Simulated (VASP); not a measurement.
# Si3N4 (I-43d) in VASP: settings compared, part 2 of 2

VASP 6.6.1. Earlier steps stand in the parts before.

### Step 3. Electric field gradients, PBE

INCAR

```
PREC = Accurate
ENCUT = 520
EDIFF = 1E-8
ISMEAR = -1
SIGMA = 0.02
LREAL = False
LASPH = True
NELM = 60
ALGO = Normal
ISIF = 2
LWAVE = False
LCHARG = False
GGA = PE
LEFG = True
NBANDS = 45
```

KPOINTS

```
Automatic mesh
0
Gamma
  6 6 6
```

POSCAR

```
Si3N4
1.0
   -3.2373500000      3.2373500000      3.2373500000
    3.2373500000     -3.2373500000      3.2373500000
    3.2373500000      3.2373500000     -3.2373500000
Si N
6 8
Direct
    0.2500000000      0.1250000000      0.8750000000
    0.8750000000      0.2500000000      0.1250000000
    0.7500000000      0.3750000000      0.6250000000
    0.6250000000      0.7500000000      0.3750000000
    0.1250000000      0.8750000000      0.2500000000
    0.3750000000      0.6250000000      0.7500000000
    0.5628000000      0.5628000000      0.5628000000
    0.4372000000      0.5000000000      0.0000000000
    0.5000000000      0.0000000000      0.9372000000
    0.0000000000      0.4372000000      0.5000000000
    0.9372000000      0.5000000000      0.0000000000
    0.0628000000      0.0628000000      0.0628000000
    0.0000000000      0.9372000000      0.5000000000
    0.5000000000      0.0000000000      0.4372000000
```

Potentials or basis: VASP PAW PBE potentials, release 64 (Si, N).

On the command line:

```
$ cat potpaw_PBE.64/Si/POTCAR potpaw_PBE.64/N/POTCAR > POTCAR
$ mpirun -np 1 vasp_std > vasp.out
```

OUTCAR:

```text
PREC = Accurate
   ENCUT = 520
   EDIFF = 1E-8
   ISMEAR = -1
   LREAL = False
   LASPH = True
   NELM = 60
   ISIF = 2
   GGA = PE

 ion  position               nearest neighbor table
   1  0.250  0.125  0.875-  12 1.75   9 1.75   8 1.75  13 1.75   4 3.03   6 3.03   2 3.03   5 3.03
                             6 3.03   4 3.03   2 3.03   5 3.03
   2  0.875  0.250  0.125-  10 1.75  11 1.75  12 1.75   9 1.75   5 3.03   6 3.03   1 3.03   6 3.03
                             3 3.03   1 3.03   3 3.03   5 3.03
   3  0.750  0.375  0.625-   7 1.75  10 1.75  11 1.75  14 1.75   6 3.03   5 3.03   4 3.03   5 3.03
                             2 3.03   2 3.03   4 3.03   6 3.03
   4  0.625  0.750  0.375-   7 1.75   8 1.75  13 1.75  14 1.75   3 3.03   5 3.03   1 3.03   6 3.03
                             1 3.03   5 3.03   6 3.03   3 3.03
   5  0.125  0.875  0.250-  11 1.75  12 1.75  13 1.75  14 1.75   1 3.03   4 3.03   3 3.03   2 3.03
                             3 3.03   4 3.03   1 3.03   2 3.03
   6  0.375  0.625  0.750-  10 1.75   8 1.75   9 1.75   7 1.75   4 3.03   1 3.03   2 3.03   1 3.03
                             3 3.03   2 3.03   4 3.03   3 3.03
   7  0.563  0.563  0.563-   4 1.75   3 1.75   6 1.75
   8  0.437  0.500  0.000-   1 1.75   4 1.75   6 1.75
   9  0.500  0.000  0.937-   1 1.75   6 1.75   2 1.75
  10  0.000  0.437  0.500-   6 1.75   3 1.75   2 1.75
  11  0.937  0.500  0.000-   5 1.75   3 1.75   2 1.75
  12  0.063  0.063  0.063-   1 1.75   2 1.75   5 1.75
  13  0.000  0.937  0.500-   1 1.75   4 1.75   5 1.75
  14  0.500  0.000  0.437-   4 1.75   5 1.75   3 1.75

  LATTYP: Found a body centered cubic cell.
 ALAT       =     6.4747000000

  Lattice vectors:

[... 1015 lines left out ...]
  13       0.000    -0.000     0.000    27.635   -27.638    27.635
  14       0.000     0.000    -0.000   -27.638    27.635    27.635
---------------------------------------------------------------------

 Electric field gradients after diagonalization (V/A^2)
 (convention: |V_zz| > |V_xx| > |V_yy|)
----------------------------------------------------------------------
 ion       V_xx      V_yy      V_zz     asymmetry (V_yy - V_xx)/ V_zz
----------------------------------------------------------------------
   1       0.400     0.400    -0.799       0.000
   2       0.400     0.400    -0.799       0.000
   3       0.400     0.400    -0.799       0.000
   4       0.400     0.400    -0.799       0.000
   5       0.400     0.400    -0.799       0.000
   6       0.400     0.400    -0.799       0.000
   7      27.637    27.637   -55.275       0.000
   8      27.638    27.634   -55.272       0.000
   9      27.638    27.634   -55.272       0.000
  10      27.638    27.634   -55.272       0.000
  11      27.638    27.634   -55.272       0.000
  12      27.637    27.637   -55.275       0.000
  13      27.638    27.634   -55.272       0.000
  14      27.638    27.634   -55.272       0.000
----------------------------------------------------------------------

           NMR quadrupolar parameters

 Cq : quadrupolar parameter    Cq=e*Q*V_zz/h
 eta: asymmetry parameters     (V_yy - V_xx)/ V_zz
 Q  : nuclear electric quadrupole moment in mb (millibarn)
----------------------------------------------------------------------
 ion       Cq(MHz)       eta       Q (mb)
----------------------------------------------------------------------
   1      -0.002       0.000       1.000
   2      -0.002       0.000       1.000
   3      -0.002       0.000       1.000
   4      -0.002       0.000       1.000
   5      -0.002       0.000       1.000
   6      -0.002       0.000       1.000
   7      -0.134       0.000       1.000
   8      -0.134       0.000       1.000
   9      -0.134       0.000       1.000
  10      -0.134       0.000       1.000
  11      -0.134       0.000       1.000
  12      -0.134       0.000       1.000
  13      -0.134       0.000       1.000
  14      -0.134       0.000       1.000
----------------------------------------------------------------------
```

OSZICAR:

```text
N       E                     dE             d eps       ncg     rms          rms(c)
DAV:   1     0.256258849804E+03    0.25626E+03   -0.31280E+04  1440   0.132E+03
DAV:   2    -0.109214008401E+03   -0.36547E+03   -0.34826E+03  1863   0.273E+02
DAV:   3    -0.129064901122E+03   -0.19851E+02   -0.19725E+02  1832   0.662E+01
DAV:   4    -0.129309912983E+03   -0.24501E+00   -0.24446E+00  1824   0.799E+00
DAV:   5    -0.129314275202E+03   -0.43622E-02   -0.43581E-02  1747   0.100E+00    0.286E+01
DAV:   6    -0.113232927966E+03    0.16081E+02   -0.57756E+01  1728   0.304E+01    0.127E+01
DAV:   7    -0.113189705754E+03    0.43222E-01   -0.29168E+00  1841   0.709E+00    0.618E+00
DAV:   8    -0.113146871068E+03    0.42835E-01   -0.15153E-01  1731   0.191E+00    0.193E+00
DAV:   9    -0.113145438066E+03    0.14330E-02   -0.32920E-02  1755   0.918E-01    0.327E-01
DAV:  10    -0.113146526312E+03   -0.10882E-02   -0.28148E-03  1763   0.228E-01    0.121E-01
DAV:  11    -0.113146599564E+03   -0.73252E-04   -0.45601E-04  1640   0.107E-01    0.333E-02
DAV:  12    -0.113146601936E+03   -0.23713E-05   -0.14013E-05  1784   0.214E-02    0.110E-02
DAV:  13    -0.113146603539E+03   -0.16035E-05   -0.29293E-06  1667   0.854E-03    0.278E-03
DAV:  14    -0.113146603686E+03   -0.14680E-06   -0.20152E-07  1808   0.221E-03    0.139E-03
DAV:  15    -0.113146603756E+03   -0.69661E-07   -0.75449E-08  1622   0.135E-03    0.415E-04
DAV:  16    -0.113146603757E+03   -0.17353E-08   -0.31069E-09  1208   0.276E-04
   1 F= -.11314660E+03 E0= -.11314660E+03  d E =-.241695E-11
```

stdout:

```text
POSCAR found type information on POSCAR SiN
 POSCAR found :  2 types and      14 ions
 scaLAPACK will be used
 LDA part: xc-table for (Slater+PW92), standard interpolation
 POSCAR, INCAR and KPOINTS ok, starting setup
 FFT: planning ... GRIDC
 FFT: planning ... GRID_SOFT
 FFT: planning ... GRID
 WAVECAR not read
 entering main loop
ion   1

ion   2

ion   3

ion   4

ion   5

ion   6

ion   7

ion   8

ion   9

ion  10

ion  11

ion  12

ion  13

ion  14
```

It took 2.5 min on 1 thread of AMD EPYC 7R43 (Zen 3), shared host; peak memory 0.25 GiB.

What came out:

```
Free energy                             : -113.1466 eV
Pressure                                : 1.6 GPa
Largest force                           : 0.016 eV/Å
Band gap on the k mesh                  : 4.07 eV (least direct gap 4.25 eV)
Largest electric field gradient by atom : Si -0.8; N -55.3 V/Å²
```

Forces on the atoms (eV/Å):
```
Si   0.000  0.000  0.000
Si   0.000  0.000  0.000
Si   0.000  0.000  0.000
Si   0.000  0.000  0.000
Si   0.000  0.000  0.000
Si   0.000  0.000  0.000
N   -0.009 -0.009 -0.009
N   -0.009  0.009  0.009
N    0.009  0.009 -0.009
N    0.009 -0.009  0.009
N   -0.009  0.009  0.009
N   -0.009 -0.009 -0.009
N    0.009 -0.009  0.009
N    0.009  0.009 -0.009
```

Electric field gradients, principal values (V/Å²):
| atom | least | middle | greatest (by size) |
| --- | --- | --- | --- |
| 1 Si | 0.400 | 0.400 | -0.799 |
| 2 Si | 0.400 | 0.400 | -0.799 |
| 3 Si | 0.400 | 0.400 | -0.799 |
| 4 Si | 0.400 | 0.400 | -0.799 |
| 5 Si | 0.400 | 0.400 | -0.799 |
| 6 Si | 0.400 | 0.400 | -0.799 |
| 7 N | 27.637 | 27.637 | -55.275 |
| 8 N | 27.634 | 27.638 | -55.272 |
| 9 N | 27.634 | 27.638 | -55.272 |
| 10 N | 27.634 | 27.638 | -55.272 |
| 11 N | 27.634 | 27.638 | -55.272 |
| 12 N | 27.637 | 27.637 | -55.275 |
| 13 N | 27.634 | 27.638 | -55.272 |
| 14 N | 27.634 | 27.638 | -55.272 |

Caveat: without QUAD_EFG the Cq values of the log hold for a quadrupole moment of 1 mb, not for the nuclei. A k mesh can miss the band edges.

### Step 4. Electric field gradients, r2SCAN

POSCAR is that of step 3.

INCAR.step1

```
ALGO = Normal
EDIFF = 1E-4
ENCUT = 520
GGA = PE
ISMEAR = -1
LASPH = True
LCHARG = False
LREAL = False
LWAVE = True
NBANDS = 45
NELM = 80
PREC = Accurate
SIGMA = 0.02
```

INCAR.step2

```
ALGO = Normal
EDIFF = 1E-8
ENCUT = 520
ISIF = 2
ISMEAR = -1
ISTART = 1
LASPH = True
LCHARG = False
LEFG = True
LMIXTAU = True
LREAL = False
LWAVE = False
METAGGA = R2SCAN
NBANDS = 45
NELM = 80
PREC = Accurate
SIGMA = 0.02
```

KPOINTS

```
k-points
0
Gamma
  6 6 6
```

Potentials or basis: VASP PAW PBE potentials, release 64 (Si, N).

On the command line:

```
$ cat potpaw_PBE.64/Si/POTCAR potpaw_PBE.64/N/POTCAR > POTCAR
$ cp INCAR.step1 INCAR
$ mpirun -np 1 vasp_std > vasp.out
$ cp INCAR.step2 INCAR
$ mpirun -np 1 vasp_std > vasp.out
```

OUTCAR:

```text
EDIFF = 1E-8
   ENCUT = 520
   ISIF = 2
   ISMEAR = -1
   ISTART = 1
   LASPH = True
   LREAL = False
   METAGGA = R2SCAN
   NELM = 80
   PREC = Accurate

 ion  position               nearest neighbor table
   1  0.250  0.125  0.875-  12 1.75   9 1.75   8 1.75  13 1.75   4 3.03   6 3.03   2 3.03   5 3.03
                             6 3.03   4 3.03   2 3.03   5 3.03
   2  0.875  0.250  0.125-  10 1.75  11 1.75  12 1.75   9 1.75   5 3.03   6 3.03   1 3.03   6 3.03
                             3 3.03   1 3.03   3 3.03   5 3.03
   3  0.750  0.375  0.625-   7 1.75  10 1.75  11 1.75  14 1.75   6 3.03   5 3.03   4 3.03   5 3.03
                             2 3.03   2 3.03   4 3.03   6 3.03
   4  0.625  0.750  0.375-   7 1.75   8 1.75  13 1.75  14 1.75   3 3.03   5 3.03   1 3.03   6 3.03
                             1 3.03   5 3.03   6 3.03   3 3.03
   5  0.125  0.875  0.250-  11 1.75  12 1.75  13 1.75  14 1.75   1 3.03   4 3.03   3 3.03   2 3.03
                             3 3.03   4 3.03   1 3.03   2 3.03
   6  0.375  0.625  0.750-  10 1.75   8 1.75   9 1.75   7 1.75   4 3.03   1 3.03   2 3.03   1 3.03
                             3 3.03   2 3.03   4 3.03   3 3.03
   7  0.563  0.563  0.563-   4 1.75   3 1.75   6 1.75
   8  0.437  0.500  0.000-   1 1.75   4 1.75   6 1.75
   9  0.500  0.000  0.937-   1 1.75   6 1.75   2 1.75
  10  0.000  0.437  0.500-   6 1.75   3 1.75   2 1.75
  11  0.937  0.500  0.000-   5 1.75   3 1.75   2 1.75
  12  0.063  0.063  0.063-   1 1.75   2 1.75   5 1.75
  13  0.000  0.937  0.500-   1 1.75   4 1.75   5 1.75
  14  0.500  0.000  0.437-   4 1.75   5 1.75   3 1.75

  LATTYP: Found a body centered cubic cell.
 ALAT       =     6.4747000000

  Lattice vectors:

 A1 = (  -3.2373500000,   3.2373500000,   3.2373500000)
 A2 = (   3.2373500000,  -3.2373500000,   3.2373500000)
 A3 = (   3.2373500000,   3.2373500000,  -3.2373500000)

Analysis of symmetry for initial positions (statically):
=====================================================================
 Subroutine PRICEL returns:
 Original cell was already a primitive cell.

 Routine SETGRP: Setting up the symmetry group for a
 body centered cubic supercell.

 Subroutine GETGRP returns: Found 24 space group operations
 (whereof  3 operations were pure point group operations)
 out of a pool of 48 trial point group operations.

The static configuration has the point symmetry C_3 .
 The point group associated with its full space group is T_d .

Analysis of symmetry for dynamics (positions and initial velocities):
=====================================================================
 Subroutine PRICEL returns:
 Original cell was already a primitive cell.

 Routine SETGRP: Setting up the symmetry group for a
 body centered cubic supercell.

 Subroutine GETGRP returns: Found 24 space group operations
 (whereof  3 operations were pure point group operations)
 out of a pool of 48 trial point group operations.

The dynamic configuration has the point symmetry C_3 .
 The point group associated with its full space group is T_d .

 Subroutine INISYM returns: Found 24 space group operations
 (whereof  3 operations are pure point group operations),
 and found     1 'primitive' translations
[... 921 lines left out ...]
  Direction    XX          YY          ZZ          XY          YZ          ZX
  --------------------------------------------------------------------------------------
  -------------------------------------------------------------------------------------
  Total       -3.5691442     -3.5691442     -3.5691442     -0.0000000      0.0000000     -0.0000000
  in kB      -42.1352637    -42.1352637    -42.1352637     -0.0000000      0.0000000     -0.0000000
  external PRESSURE =     -42.1352637 kB  Pullay stress =       0.0000000 kB

 VOLUME and BASIS-vectors are now :
 -----------------------------------------------------------------------------
  energy-cutoff  :      520.00
  volume of cell :      135.72
      direct lattice vectors                 reciprocal lattice vectors
    -3.237350000  3.237350000  3.237350000     0.000000000  0.154447310  0.154447310
     3.237350000 -3.237350000  3.237350000     0.154447310  0.000000000  0.154447310
     3.237350000  3.237350000 -3.237350000     0.154447310  0.154447310  0.000000000

 POSITION                                       TOTAL-FORCE (eV/Angst)
 -----------------------------------------------------------------------------------
      2.42801      3.23735     -1.61868         0.000000     -0.000000     -0.000000
     -1.61868      2.42801      3.23735         0.000000     -0.000000     -0.000000
      0.80934      3.23735      1.61868         0.000000     -0.000000     -0.000000
      1.61868      0.80934      3.23735         0.000000     -0.000000     -0.000000
      3.23735     -1.61868      2.42801         0.000000     -0.000000     -0.000000
      3.23735      1.61868      0.80934         0.000000     -0.000000     -0.000000
      1.82198      1.82198      1.82198         0.016625      0.016625      0.016625
      0.20331     -0.20331      3.03404         0.016625     -0.016625     -0.016625
      1.41537      4.65272     -1.41537        -0.016625     -0.016625      0.016625
      3.03404      0.20331     -0.20331        -0.016625      0.016625     -0.016625
     -1.41537      1.41537      4.65272         0.016625     -0.016625     -0.016625
      0.20331      0.20331      0.20331         0.016625      0.016625      0.016625
      4.65272     -1.41537      1.41537        -0.016625      0.016625     -0.016625
     -0.20331      3.03404      0.20331        -0.016625     -0.016625      0.016625
 -----------------------------------------------------------------------------------
    total drift:                               -0.000001     -0.000001     -0.000001

  FREE ENERGIE OF THE ION-ELECTRON SYSTEM (eV)
  ---------------------------------------------------
  free  energy   TOTEN  =      -142.7458011886 eV

  energy  without entropy=     -142.7458011886  energy(sigma->0) =     -142.74580119

 Electric field gradients (V/A^2)
---------------------------------------------------------------------
 ion       V_xx      V_yy      V_zz      V_xy      V_xz      V_yz
---------------------------------------------------------------------
   1      -0.779     0.389     0.389     0.000     0.000     0.000
   2       0.389    -0.779     0.389     0.000     0.000     0.000
   3      -0.779     0.389     0.389     0.000     0.000     0.000
   4       0.389    -0.779     0.389     0.000     0.000     0.000
   5       0.389     0.389    -0.779     0.000     0.000     0.000
   6       0.389     0.389    -0.779     0.000     0.000     0.000
   7       0.000     0.000    -0.000   -28.260   -28.260   -28.260
   8      -0.000     0.000     0.000    28.258    28.258   -28.260
   9       0.000     0.000    -0.000   -28.260    28.258    28.258
  10       0.000    -0.000     0.000    28.258   -28.260    28.258
  11      -0.000     0.000     0.000    28.258    28.258   -28.260
  12      -0.000    -0.000     0.000   -28.260   -28.260   -28.260
  13       0.000    -0.000     0.000    28.258   -28.260    28.258
  14       0.000     0.000    -0.000   -28.260    28.258    28.258
---------------------------------------------------------------------

 Electric field gradients after diagonalization (V/A^2)
 (convention: |V_zz| > |V_xx| > |V_yy|)
----------------------------------------------------------------------
 ion       V_xx      V_yy      V_zz     asymmetry (V_yy - V_xx)/ V_zz
----------------------------------------------------------------------
   1       0.390     0.389    -0.779       0.000
   2       0.390     0.389    -0.779       0.000
   3       0.390     0.389    -0.779       0.000
   4       0.390     0.389    -0.779       0.000
   5       0.390     0.389    -0.779       0.000
   6       0.390     0.389    -0.779       0.000
   7      28.260    28.260   -56.519       0.000
   8      28.261    28.256   -56.517       0.000
   9      28.261    28.256   -56.517       0.000
  10      28.261    28.256   -56.517       0.000
  11      28.261    28.256   -56.517       0.000
  12      28.260    28.260   -56.519       0.000
  13      28.261    28.256   -56.517       0.000
  14      28.261    28.256   -56.517       0.000
----------------------------------------------------------------------

           NMR quadrupolar parameters

 Cq : quadrupolar parameter    Cq=e*Q*V_zz/h
 eta: asymmetry parameters     (V_yy - V_xx)/ V_zz
 Q  : nuclear electric quadrupole moment in mb (millibarn)
----------------------------------------------------------------------
 ion       Cq(MHz)       eta       Q (mb)
----------------------------------------------------------------------
   1      -0.002       0.000       1.000
   2      -0.002       0.000       1.000
   3      -0.002       0.000       1.000
   4      -0.002       0.000       1.000
   5      -0.002       0.000       1.000
   6      -0.002       0.000       1.000
   7      -0.137       0.000       1.000
   8      -0.137       0.000       1.000
   9      -0.137       0.000       1.000
  10      -0.137       0.000       1.000
  11      -0.137       0.000       1.000
  12      -0.137       0.000       1.000
  13      -0.137       0.000       1.000
  14      -0.137       0.000       1.000
----------------------------------------------------------------------
```

Run time: 15 min. Hardware: 1 thread of AMD EPYC 7R43 (Zen 3), shared host; peak memory 0.26 GiB.

What came out:

```yaml
Free_energy: -142.7458 eV
Pressure: -4.2 GPa
Largest_force: 0.029 eV/Å
Band_gap_on_the_k_mesh: 4.69 eV (least direct gap 4.87 eV)
Largest_electric_field_gradient_by_atom: Si -0.8; N -56.5 V/Å²
```

Forces on the atoms (eV/Å):
```
Si   0.000  0.000  0.000
Si   0.000  0.000  0.000
Si   0.000  0.000  0.000
Si   0.000  0.000  0.000
Si   0.000  0.000  0.000
Si   0.000  0.000  0.000
N    0.017  0.017  0.017
N    0.017 -0.017 -0.017
N   -0.017 -0.017  0.017
N   -0.017  0.017 -0.017
N    0.017 -0.017 -0.017
N    0.017  0.017  0.017
N   -0.017  0.017 -0.017
N   -0.017 -0.017  0.017
```

Levels at points of the mesh, in eV from the valence-band top:
| k point | band 30 | band 31 | band 32 | band 33 | band 34 | band 35 |
| --- | --- | --- | --- | --- | --- | --- |
| (0.00, 0.00, 0.00) | -0.16 | -0.16 | -0.08 | 5.25 | 5.25 | 5.30 |
| (0.50, 0.00, 0.00) | -1.29 | -0.02 | -0.02 | 5.60 | 5.60 | 6.63 |
| (0.50, 0.50, 0.50) | -1.95 | -1.23 | -1.23 | 6.06 | 6.06 | 6.06 |

Electric field gradients, principal values (V/Å²):
| atom | least | middle | greatest (by size) |
| --- | --- | --- | --- |
| 1 Si | 0.389 | 0.390 | -0.779 |
| 2 Si | 0.389 | 0.390 | -0.779 |
| 3 Si | 0.389 | 0.390 | -0.779 |
| 4 Si | 0.389 | 0.390 | -0.779 |
| 5 Si | 0.389 | 0.390 | -0.779 |
| 6 Si | 0.389 | 0.390 | -0.779 |
| 7 N | 28.260 | 28.260 | -56.519 |
| 8 N | 28.256 | 28.261 | -56.517 |
| 9 N | 28.256 | 28.261 | -56.517 |
| 10 N | 28.256 | 28.261 | -56.517 |
| 11 N | 28.256 | 28.261 | -56.517 |
| 12 N | 28.260 | 28.260 | -56.519 |
| 13 N | 28.256 | 28.261 | -56.517 |
| 14 N | 28.256 | 28.261 | -56.517 |

Caveat: the cell stands under tension; without QUAD_EFG the Cq values of the log hold for a quadrupole moment of 1 mb, not for the nuclei; the PAW data sets were made with another functional, which shifts forces and pressure a little. A k mesh can miss the band edges.
